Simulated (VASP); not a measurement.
Here is a VASP 6.6.1 calculation.

INCAR

```
SYSTEM = KF
PREC = Accurate
ENCUT = 520
EDIFF = 1E-6
ISMEAR = 0
SIGMA = 0.05
LREAL = .FALSE.
LASPH = .TRUE.
NELM = 60
ALGO = Normal
ISIF = 2
LWAVE = .FALSE.
LCHARG = .TRUE.
GGA = PE
LELF = .TRUE.
LVHAR = .TRUE.
NBANDS = 15
```

KPOINTS

```
Automatic mesh
0
G
  8 8 8
  0 0 0
```

Contents of POSCAR:

```
KF
1.0
    0.0000000000      2.7105354767      2.8121805571
    2.5682323642      0.0000000000      2.8121805571
    2.5682323642      2.7105354767      0.0000000000
K F
1 1
Direct
    0.0000000000      0.0000000000      0.0000000000
    0.5000000000      0.5000000000      0.5000000000
```

Potentials or basis: VASP PAW PBE potentials, release 64 (K_sv, F).

Run with:

```bash
$ cat potpaw_PBE.64/K_sv/POTCAR potpaw_PBE.64/F/POTCAR > POTCAR
$ mpirun -np 1 vasp_std > vasp.out
```

(1) What does it give for the pressure?

(2) Estimate the band gap on the k mesh.

Answers

(1) 1.1 GPa.

(2) 5.92 eV.

Caveat: the cell differs from its parent crystal (normal strain along x -0.0525, normal strain along z +0.0375).
